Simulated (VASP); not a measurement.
# Ti3N5 in VASP: further runs

Ti3N5 is run at these levels: PBE; tasks: single point.

Program: VASP 6.6.1. These are calculated values, not measurements. Logs are shortened: lines on timing, memory, paths and dates and some standing lists are left out, and cuts for length are marked.

### 1 The cell of the first run

The cell holds a slab with vacuum, 8 atoms: a = 3.003 Å, b = 3.003 Å, c = 24.123 Å, α = 90.00°, β = 90.00°, γ = 120.00°.

### 2 Single point, PBE, collinear spin

File INCAR:

```
SYSTEM = Ti3N5
ALGO = Normal
DIPOL = 0.5 0.5 0.341
EDIFF = 1E-6
ENCUT = 520
GGA = PE
IDIPOL = 3
ISIF = 2
ISMEAR = 0
ISPIN = 2
LASPH = .TRUE.
LCHARG = .FALSE.
LDIPOL = .TRUE.
LMAXMIX = 4
LORBIT = 11
LREAL = .FALSE.
LWAVE = .FALSE.
MAGMOM = 0 0 0 0 3 0 0 0
NBANDS = 44
NELM = 150
PREC = Accurate
SIGMA = 0.1
```

File KPOINTS:

```
k-points
0
G
  9 9 1
  0 0 0
```

File POSCAR:

```
Ti3N5
1.0
    3.0028555063      0.0000000000      0.0000000000
   -1.5014277532      2.6005491524      0.0000000000
    0.0000000000      0.0000000000     24.1233847547
N Ti
5 3
Direct
    0.3333333333      0.6666666667      0.1658142106
    0.0000000000      0.0000000000      0.2674509120
    0.6666666667      0.3333333333      0.3654788005
    0.3333333333      0.6666666667      0.4611038156
    0.7777777778      0.2222222222      0.5025573682
    0.6666666667      0.3333333333      0.2166325614
    0.3333333333      0.6666666667      0.3190139885
    0.0000000000      0.0000000000      0.4290633808
```

Potentials or basis: VASP PAW PBE potentials, release 64 (N, Ti_sv).

Run with:

```sh
$ cat potpaw_PBE.64/N/POTCAR potpaw_PBE.64/Ti_sv/POTCAR > POTCAR
$ mpirun -np 1 vasp_std > vasp.out
```

OUTCAR:

```text
SYSTEM = Ti3N5
   EDIFF = 1E-6
   ENCUT = 520
   GGA = PE
   ISIF = 2
   ISMEAR = 0
   ISPIN = 2
   LASPH = .TRUE.
   LORBIT = 11
   LREAL = .FALSE.
   NELM = 150
   PREC = Accurate

 ion  position               nearest neighbor table
   1  0.333  0.667  0.166-   6 2.12   6 2.12   6 2.12
   2  0.000  0.000  0.267-   6 2.12   6 2.12   6 2.12   7 2.13   7 2.13   7 2.13
   3  0.667  0.333  0.365-   7 2.06   7 2.06   7 2.06   8 2.31   8 2.31   8 2.31
   4  0.333  0.667  0.461-   8 1.90   8 1.90   8 1.90
   5  0.778  0.222  0.503-   8 2.12
   6  0.667  0.333  0.217-   2 2.12   2 2.12   2 2.12   1 2.12   1 2.12   1 2.12
   7  0.333  0.667  0.319-   3 2.06   3 2.06   3 2.06   2 2.13   2 2.13   2 2.13
   8  0.000  0.000  0.429-   4 1.90   4 1.90   4 1.90   5 2.12   3 2.31   3 2.31   3 2.31

  LATTYP: Found a hexagonal cell.
 ALAT       =     3.0028555063
 C/A-ratio  =     8.0334816990

  Lattice vectors:

 A1 = (   3.0028555063,   0.0000000000,   0.0000000000)
 A2 = (  -1.5014277532,   2.6005491524,   0.0000000000)
 A3 = (   0.0000000000,   0.0000000000,  24.1233847547)

Analysis of symmetry for initial positions (statically):
=====================================================================
 Subroutine PRICEL returns:
 Original cell was already a primitive cell.

 Routine SETGRP: Setting up the symmetry group for a
 hexagonal supercell.

 Subroutine GETGRP returns: Found  2 space group operations
 (whereof  2 operations were pure point group operations)
 out of a pool of 24 trial point group operations.

The static configuration has the point symmetry C_1h.

Analysis of symmetry for dynamics (positions and initial velocities):
=====================================================================
 Subroutine PRICEL returns:
 Original cell was already a primitive cell.

 Routine SETGRP: Setting up the symmetry group for a
 hexagonal supercell.

 Subroutine GETGRP returns: Found  2 space group operations
 (whereof  2 operations were pure point group operations)
 out of a pool of 24 trial point group operations.

The dynamic configuration has the point symmetry C_1h.

Analysis of structural, dynamic, and magnetic symmetry:
=====================================================================
 Subroutine PRICEL returns:
 Original cell was already a primitive cell.

 Routine SETGRP: Setting up the symmetry group for a
 hexagonal supercell.

 Subroutine GETGRP returns: Found  2 space group operations
 (whereof  2 operations were pure point group operations)
 out of a pool of 24 trial point group operations.

The overall configuration has the point symmetry C_1h.

 Subroutine INISYM returns: Found  2 space group operations
 (whereof  2 operations are pure point group operations),
 and found     1 'primitive' translations

----------------------------------------------------------------------------------------

                                     Primitive cell

  volume of cell :     188.3813

  direct lattice vectors                    reciprocal lattice vectors
     3.002855506  0.000000000  0.000000000     0.333016357  0.192267083  0.000000000
    -1.501427753  2.600549152  0.000000000     0.000000000  0.384534166  0.000000000
     0.000000000  0.000000000 24.123384755     0.000000000  0.000000000  0.041453553

  length of vectors
     3.002855506  3.002855506 24.123384755     0.384534166  0.384534166  0.041453553

  position of ions in fractional coordinates (direct lattice)
     0.333333333  0.666666667  0.165814211
     0.000000000  0.000000000  0.267450912
     0.666666667  0.333333333  0.365478800
     0.333333333  0.666666667  0.461103816
     0.777777778  0.222222222  0.502557368
     0.666666667  0.333333333  0.216632561
     0.333333333  0.666666667  0.319013988
     0.000000000  0.000000000  0.429063381

  ion indices of the primitive-cell ions
   primitive index   ion index
                 1           1
                 2           2
                 3           3
                 4           4
                 5           5
                 6           6
                 7           7
                 8           8

----------------------------------------------------------------------------------------

 KPOINTS: k-points

Automatic generation of k-mesh.
 Grid dimensions read from file:
 generate k-points for:    9    9    1

 Generating k-lattice:

  Cartesian coordinates                     Fractional coordinates (reciprocal lattice)
     0.037001817  0.021363009  0.000000000     0.111111111 -0.000000000  0.000000000
     0.000000000  0.042726018  0.000000000     0.000000000  0.111111111  0.000000000
     0.000000000  0.000000000  0.041453553     0.000000000  0.000000000  1.000000000

  Length of vectors
     0.042726018  0.042726018  0.041453553

  Shift w.r.t. Gamma in fractional coordinates (k-lattice)
     0.000000000  0.000000000  0.000000000

 Subroutine IBZKPT returns following result:
 ===========================================

 Found     25 irreducible k-points:

 Following reciprocal coordinates:
            Coordinates               Weight
  0.000000  0.000000  0.000000      1.000000
  0.111111 -0.000000  0.000000      4.000000
 -0.111111  0.111111  0.000000      2.000000
  0.222222  0.000000  0.000000      4.000000
 -0.222222  0.222222  0.000000      2.000000
  0.333333 -0.000000  0.000000      4.000000
[... 16 lines left out ...]
 -0.222222 -0.444444  0.000000      4.000000
  0.444444  0.333333  0.000000      4.000000
   k-points           NKPTS =     25   k-points in BZ     NKDIM =     25   number of bands    NBANDS=     44
   number of dos      NEDOS =    301   number of ions     NIONS =      8
   total plane-waves  NPLWV = 103680
   dimension x,y,z NGX =    24 NGY =   24 NGZ =  180
   dimension x,y,z NGXF=    48 NGYF=   48 NGZF=  360
   ions per type =               5   3
   NGX,Y,Z   is equivalent  to a cutoff of  13.29, 13.29, 12.40 a.u.
   NGXF,Y,Z  is equivalent  to a cutoff of  26.57, 26.57, 24.81 a.u.
 SYSTEM =  Ti3N5
   PREC   = accura    normal or accurate (medium, high low for compatibility)
   ISTART =      0    job   : 0-new  1-cont  2-samecut
   ICHARG =      2    charge: 1-file 2-atom 10-const
   ISPIN  =      2    spin polarized calculation?
   LNONCOLLINEAR =      F non collinear calculations
   LSORBIT =      F    spin-orbit coupling
   LASPH  =      T    aspherical Exc in radial PAW
   ENCUT  =  520.0 eV  38.22 Ry    6.18 a.u.   5.58  5.58 44.85*2*pi/ulx,y,z
   NELM   =    150;   NELMIN=  2; NELMDL= -5     # of ELM steps
   EDIFF  = 0.1E-05   stopping-criterion for ELM
   LREAL  =      F    real-space projection
   EDIFFG = 0.1E-04   stopping-criterion for IOM
   NSW    =      0    number of steps for IOM
   IBRION =     -1    ionic relax: 0-MD 1-quasi-New 2-CG
   NFREE  =      0    steps in history (QN), initial steepest desc. (CG)
   ISIF   =      2    stress and relaxation
   ISYM   =      2    0-nonsym 1-usesym 2-fastsym
   POTIM  = 0.5000    time-step for ionic-motion
   TEBEG  =    0.0;   TEEND  =   0.0 temperature during run
   PSTRESS=    0.0 pullay stress
   NELECT =      61.0000    total number of electrons
   NUPDOWN=      -1.0000    fix difference up-down
   EMIN   =  10.00;   EMAX   =-10.00  energy-range for DOS
   EFERMI =   0.00;   METHOD = LEGACY
   ISMEAR =     0;   SIGMA  =   0.10  broadening in eV -4-tet -1-fermi 0-gaus
   EFERMI_NEDOS =   21; number of points for ismear=-14 and -15
   IALGO  =     38    algorithm
   IMIX   =      4    mixing-type and parameters
     AMIX     =   0.40;   BMIX     =  1.00
     AMIX_MAG =   1.60;   BMIX_MAG =  1.00
  volume/ion in A,a.u.               =      23.55       158.91
  Fermi-wavevector in a.u.,A,eV,Ry     =   1.124188  2.124407 17.195018  1.263798
  Thomas-Fermi vector in A             =   2.260858
   LORBIT       =     11    0 simple, 1 ext, 2 COOP (PROOUT), +10 PAW based schemes
   GGA     = PE    functional components
   LHFCALC =     F    Hartree Fock is set to
   AEXX    =    0.0000 exact exchange contribution
   IVDW    =     0    specifies the selected vdW correction
   LEPSILON=     F    determine dielectric tensor
   LRPA    =     F    only Hartree local field effects (RPA)
 spin polarized calculation
 Gauss-broadening in eV      SIGMA  =   0.10
  energy-cutoff  :      520.00
  volume of cell :      188.38
 maximum number of plane-waves:      5137
   NGX = 11   NGY = 11   NGZ = 89

 dipolmoment           0.000000      0.000000      0.042576 electrons x Angstroem

 number of electron      61.0000012 magnetization       0.7998793

 dipolmoment           0.000000      0.000000     -0.072762 electrons x Angstroem

 Free energy of the ion-electron system (eV)
  ---------------------------------------------------
  ext. energy  EPLUGINS =         0.00000000
  ---------------------------------------------------
  free energy    TOTEN  =       -67.54470112 eV

  energy without entropy =      -67.53210316  energy(sigma->0) =      -67.53840214

 E-fermi :  -0.7782     XC(G=0):  -5.6054

 val. band max:       -0.7914141733   @ k =  -0.4444   0.4444   0.0000
 cond. band min:      -0.7587460170   @ k =   0.0000   0.0000   0.0000
 fundamental gap:      0.0326681563
 Fermi energy:        -0.7782344033

 spin component 1

 k-point     1 :       0.0000    0.0000    0.0000
  band No.  band energies     occupation
      1     -58.6811      1.00000
      2     -58.4320      1.00000
      3     -57.3952      1.00000
      4     -35.0513      1.00000
      5     -34.7371      1.00000
      6     -34.7330      1.00000
[... 34 lines left out ...]
     41       2.2945      0.00000
     42       2.5207      0.00000
[... 994 lines left out ...]
      2     -58.3564      1.00000
      3     -57.3298      1.00000
      4     -35.1328      1.00000
      5     -35.0594      1.00000
      6     -34.9549      1.00000
[... 34 lines left out ...]
     41       2.6409      0.00000
     42       2.9300      0.00000

 [... further k-points ...]

 spin component 2

 k-point     1 :       0.0000    0.0000    0.0000
  band No.  band energies     occupation
      1     -58.6495      1.00000
      2     -58.3673      1.00000
      3     -57.4137      1.00000
      4     -35.0097      1.00000
      5     -34.7168      1.00000
      6     -34.6917      1.00000
[... 34 lines left out ...]
     41       2.3570      0.00000
     42       2.5688      0.00000
[... 994 lines left out ...]
      2     -58.2917      1.00000
      3     -57.3484      1.00000
      4     -35.0963      1.00000
      5     -35.0025      1.00000
      6     -34.9360      1.00000
[... 34 lines left out ...]
     41       2.6360      0.00000
     42       3.0271      0.00000

 [... further k-points ...]

 [bands above 42 left out]

------------------------ aborting loop because EDIFF is reached ----------------------------------------

 vacuum level on the upper side and lower side of the slab       (xc-potential included)        -0.742         0.912

  FORCE on cell =-STRESS in cart. coord.  units (eV):
  Direction    XX          YY          ZZ          XY          YZ          ZX
  --------------------------------------------------------------------------------------
  -------------------------------------------------------------------------------------
  Total        6.1874758      4.5093047     -5.4085149     -1.4533388     -0.8124058      1.4071299
  in kB       52.6243021     38.3515060    -45.9992626    -12.3606040     -6.9094879     11.9675992
  external PRESSURE =      14.9921819 kB  Pullay stress =       0.0000000 kB

 VOLUME and BASIS-vectors are now :
 -----------------------------------------------------------------------------
  energy-cutoff  :      520.00
  volume of cell :      188.38
      direct lattice vectors                 reciprocal lattice vectors
     3.002855506  0.000000000  0.000000000     0.333016357  0.192267083  0.000000000
    -1.501427753  2.600549152  0.000000000     0.000000000  0.384534166  0.000000000
     0.000000000  0.000000000 24.123384755     0.000000000  0.000000000  0.041453553

 POSITION                                       TOTAL-FORCE (eV/Angst)
 -----------------------------------------------------------------------------------
     -0.00000      1.73370      4.00000        -0.019721      0.011386      4.346643
      0.00000      0.00000      6.45182        -0.038611      0.022292      1.274850
      1.50143      0.86685      8.81659        -0.117908      0.068074      1.212336
     -0.00000      1.73370     11.12338        -2.078327      1.199923      2.578693
      2.00190      0.57790     12.12338         1.562355     -0.902026     -1.789015
      1.50143      0.86685      5.22591         0.005161     -0.002980     -5.625807
     -0.00000      1.73370      7.69570         0.070055     -0.040446     -0.547193
      0.00000      0.00000     10.35046         0.616995     -0.356222     -1.450507
 -----------------------------------------------------------------------------------
    total drift:                               -0.000013      0.000007     -0.000239

  FREE ENERGIE OF THE ION-ELECTRON SYSTEM (eV)
  ---------------------------------------------------
  free  energy   TOTEN  =       -67.5447011220 eV

  energy  without entropy=      -67.5321031596  energy(sigma->0) =      -67.53840214

 vacuum level on the upper side and lower side of the slab         5.457         7.165

 total charge

# of ion       s       p       d       tot
------------------------------------------
    1        1.310   2.200   0.000   3.511
    2        1.253   2.495   0.000   3.748
    3        1.249   2.479   0.000   3.728
    4        1.302   2.430   0.000   3.732
    5        1.394   1.987   0.000   3.381
    6        2.193   6.225   1.893  10.311
    7        2.197   6.251   1.919  10.367
    8        2.218   6.267   2.079  10.564
--------------------------------------------------
tot         13.117  30.335   5.890  49.343

 magnetization (x)

# of ion       s       p       d       tot
------------------------------------------
    1        0.003   0.049   0.000   0.051
    2        0.000   0.007   0.000   0.008
    3        0.000  -0.003   0.000  -0.003
    4        0.013   0.064   0.000   0.077
    5        0.011   0.385   0.000   0.396
    6        0.001   0.001  -0.020  -0.018
    7        0.000   0.001   0.032   0.033
    8        0.004   0.004   0.063   0.070
--------------------------------------------------
tot          0.032   0.507   0.075   0.614
```

Wall time 15 min (1 thread of Intel Xeon 8259CL, shared host); peak memory 0.57 GiB.

What came out:

* Free energy: -67.5447 eV
* Largest force: 5.626 eV/Å
* Net moment: 0.80 μB per cell
* Site moments: N +0.05, +0.01, -0.00, +0.08, +0.40; Ti -0.02, +0.03, +0.07 μB
* Valence electrons inside the program's atomic spheres: N 3.51, 3.75, 3.73, 3.38 (each value once); Ti 10.31, 10.37, 10.56

Forces in eV/Å, atoms in the order of the input:
```
N   -0.020  0.011  4.347
N   -0.039  0.022  1.275
N   -0.118  0.068  1.212
N   -2.078  1.200  2.579
N    1.562 -0.902 -1.789
Ti   0.005 -0.003 -5.626
Ti   0.070 -0.040 -0.547
Ti   0.617 -0.356 -1.451
```

Levels at points of the mesh, in eV from the Fermi level:
Spin up:
| k point | band 27 | band 28 | band 29 | band 30 | band 31 | band 32 | band 33 | band 34 | band 35 | band 36 |
| --- | --- | --- | --- | --- | --- | --- | --- | --- | --- | --- |
| (0.00, 0.00, 0.00) | -1.81 | -1.12 | -0.79 | -0.25 | 0.02 | 0.21 | 0.39 | 0.46 | 1.07 | 1.12 |
Spin down:
```csv
k point,band 26,band 27,band 28,band 29,band 30,band 31,band 32,band 33,band 34,band 35
"(0.00, 0.00, 0.00)",-2.45,-1.36,-0.70,-0.13,-0.03,0.12,0.26,0.44,0.62,1.15
```

Caveat: a moment this small can come from the mesh or the smearing.

### 3 Single point, PBE, collinear spin

File INCAR:

```
SYSTEM = Ti3N5
ALGO = Normal ; DIPOL = 0.5 0.5 0.349
EDIFF = 1E-7 ; ENCUT = 520
GGA = PE ; IDIPOL = 3
ISIF = 2 ; ISMEAR = 0
ISPIN = 2 ; LASPH = .True.
LCHARG = .False. ; LDIPOL = .True.
LMAXMIX = 4 ; LORBIT = 11
LREAL = .False. ; LWAVE = .False.
MAGMOM = 0 0 0 0 3 0 0 0 ; NBANDS = 44
NELM = 150 ; PREC = Accurate
SIGMA = 0.1
```

File KPOINTS:

```
k-points
0
Gamma
  9 9 1
  0 0 0
```

POSCAR: that of step 2 with these lines changed.

```diff
@@ -12,3 +12,3 @@
     0.3333333333      0.6666666667      0.4611038156
-    0.7777777778      0.2222222222      0.5025573682
+    0.4444444444      0.5555555556      0.5684685169
     0.6666666667      0.3333333333      0.2166325614
```

Potentials or basis: VASP PAW PBE potentials, release 64 (N, Ti_sv).

Run with:

```sh
$ cat potpaw_PBE.64/N/POTCAR potpaw_PBE.64/Ti_sv/POTCAR > POTCAR
$ mpirun -np 1 vasp_std > vasp.out
```

Run time: 37 min. Hardware: 1 thread of Intel Xeon 8259CL, shared host; peak memory 0.58 GiB.

It converged, with:

* Free energy: -67.3902 eV
* Largest force: 5.732 eV/Å
* Band gap on the k mesh: zero (filled and empty bands overlap)
* Net moment: 2.96 μB per cell
* Site moments: N -0.01, +0.00, +0.01, +1.95 (each value once); Ti +0.00, -0.01, +0.03 μB
* Valence electrons inside the program's atomic spheres: N 3.51, 3.75, 3.73, 3.29 (each value once); Ti 10.31, 10.35, 10.47

Forces in eV/Å, atoms in the order of the input:
```
N    0.000  0.000  4.380
N    0.000  0.000  1.282
N    0.000  0.000  0.110
N   -0.020  0.012  0.037
N    0.027 -0.015  0.145
Ti  -0.001  0.001 -5.732
Ti   0.004 -0.002 -0.012
Ti  -0.009  0.005 -0.209
```

Levels at points of the mesh, in eV from the Fermi level:
Spin up:
| k point | band 28 | band 29 | band 30 | band 31 | band 32 | band 33 | band 34 | band 35 | band 36 | band 37 |
| --- | --- | --- | --- | --- | --- | --- | --- | --- | --- | --- |
| (0.00, 0.00, 0.00) | -0.72 | -0.16 | -0.15 | 0.07 | 0.07 | 0.34 | 0.34 | 1.13 | 1.77 | 1.77 |
Spin down:
| k point | band 26 | band 27 | band 28 | band 29 | band 30 | band 31 | band 32 | band 33 |
| --- | --- | --- | --- | --- | --- | --- | --- | --- |
| (0.00, 0.00, 0.00) | -2.15 | -0.78 | 0.06 | 0.06 | 0.33 | 0.33 | 1.09 | 1.80 |

The gap in the log of VASP goes by the Fermi energy; the results here count the filled bands.